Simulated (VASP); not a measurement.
A run of VASP 6.6.1 is set up as follows.

File INCAR:

```
SYSTEM = CaMn2As2
  PREC = Accurate
  ENCUT = 520
  EDIFF = 1E-6
  ISMEAR = -1
  SIGMA = 0.1
  LREAL = .FALSE.
  LASPH = .TRUE.
  NELM = 150
  ALGO = Normal
  ISIF = 2
  LWAVE = .FALSE.
  LCHARG = .TRUE.
  ISPIN = 2
  MAGMOM = 0 4 4 0 0
  LORBIT = 11
  LMAXMIX = 4
  GGA = PS
  LELF = .TRUE.
  LVHAR = .TRUE.
  NBANDS = 35
```

File KPOINTS:

```
regular mesh
0
G
  8 8 4
  0 0 0
```

POSCAR

```
CaMn2As2
1.0
    4.0529800632      0.0000000000      0.0000000000
   -2.0264900316      3.5099833596      0.0000000000
    0.0000000000      0.0000000000      7.0875920700
Ca Mn As
1 2 2
Direct
    0.0000000000      0.0000000000      0.0000000000
    0.3333333333      0.6666666667      0.6158690000
    0.6666666667      0.3333333333      0.3841310000
    0.6666666667      0.3333333333      0.7290990000
    0.3333333333      0.6666666667      0.2709010000
```

Potentials or basis: VASP PAW PBE potentials, release 64 (Ca_sv, Mn_pv, As).

The run is started by

```console
$ cat potpaw_PBE.64/Ca_sv/POTCAR potpaw_PBE.64/Mn_pv/POTCAR potpaw_PBE.64/As/POTCAR > POTCAR
$ mpirun -np 1 vasp_std > vasp.out
```

**Question.** Predict the site moments.

**Answer.** Ca +0.00; Mn +2.77; As -0.10 μB.

**Question.** Estimate the net moment.

**Answer.** 5.61 μB per cell.

Stress tensor (GPa, compression positive):
```
-5.88  0.00  0.00
 0.00 -5.88  0.00
 0.00  0.00 -5.97
```

Caveat: the PAW data sets were made with another functional, which shifts forces and pressure a little.
